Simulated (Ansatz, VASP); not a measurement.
## PtSe: VASP beside Ansatz

File INCAR:

```
SYSTEM = PtSe
PREC = Accurate
ENCUT = 600
EDIFF = 1E-6
ISMEAR = -1
SIGMA = 0.05
LREAL = .FALSE.
LASPH = .TRUE.
NELM = 150
ALGO = Normal
ISIF = 3
LWAVE = .FALSE.
LCHARG = .FALSE.
LMAXMIX = 4
LDAU = .TRUE.
LDAUTYPE = 2
LDAUL = 2 -1
LDAUU = 3 0
LDAUJ = 0 0
LDAUPRINT = 1
GGA = PE
IBRION = 2
NSW = 60
EDIFFG = -0.01
```

File KPOINTS:

```
Automatic mesh
0
G
  8 8 8
  0 0 0
```

Contents of POSCAR:

```
PtSe
1.0
    0.0000000000      2.7984111300      2.7984111300
    2.7984111300      0.0000000000      2.7984111300
    2.7984111300      2.7984111300      0.0000000000
Pt Se
1 1
Direct
    0.5000000000      0.5000000000      0.5000000000
    0.0000000000      0.0000000000      0.0000000000
```

input.yaml

```yaml
crystal:
  lattice:
    - [0.0, 2.79841113, 2.79841113]
    - [2.79841113, 0.0, 2.79841113]
    - [2.79841113, 2.79841113, 0.0]
  atoms:
    - { symbol: Pt, position: [0.5, 0.5, 0.5] }
    - { symbol: Se, position: [0.0, 0.0, 0.0] }
hamiltonian:
  xc: pbe
  pseudopotentials: { kind: paw }
  hubbard: { sites: [{ species: Pt, l: d, u_eff: 3.0 }] }
kpoints:
  mp_grid: { grid: [8, 8, 8] }
scf:
  occupations: { method: fermi_dirac, width: 0.05 }
output:
  forces: true
  stress: true
  eigenvalues: true
  write_density: true
  write_potential: true
  elf: true
  volumetric_format: npy
relax:
  f_tol: 0.01
  max_steps: 40
  cell: { stress_tol: 0.05 }
```

Alike in both runs: task relaxation of cell and atoms; functional PBE; k mesh 8 × 8 × 8; occupations fermi-dirac, width 0.05 eV; no spin polarisation; Hubbard terms Pt d U = 3.0 eV.

```csv
,VASP,Ansatz
version,VASP 6.6.1,Ansatz 0.2.0
potentials or method,"VASP PAW PBE potentials, release 64 (Pt, Se)",Ansatz PAW
plane-wave cutoff (eV),600,420
valence electrons in the cell,16,34
```

```tsv
	VASP	Ansatz	Ansatz less VASP
gap on the k mesh at the Fermi level, each at its own relaxed structure (eV)	none	none	-
relaxed volume (Å³/atom)	18.15	18.53	+0.374
relaxed cell length with the largest relative difference (Å)	3.717	3.742	+0.0254
```

The programs project onto different local orbitals, so the same U acts differently, and such runs can settle in different states. A gap of «none» marks a metal or a gap that the smearing closes. VASP's potentials hold 16 valence electrons a cell and Ansatz's 34, so a difference there can come from the potentials and not from the codes.

Neither program's run includes spin-orbit coupling. Noted on VASP's run: the volume moved by over 15 % at a fixed basis, so the end points are rough. Noted on Ansatz's run: the volume moved by over 15 % at a fixed basis, so the end points are rough; the plane-wave basis is chosen anew once the cell has moved, so the energies of steps on either side of that aren't comparable.
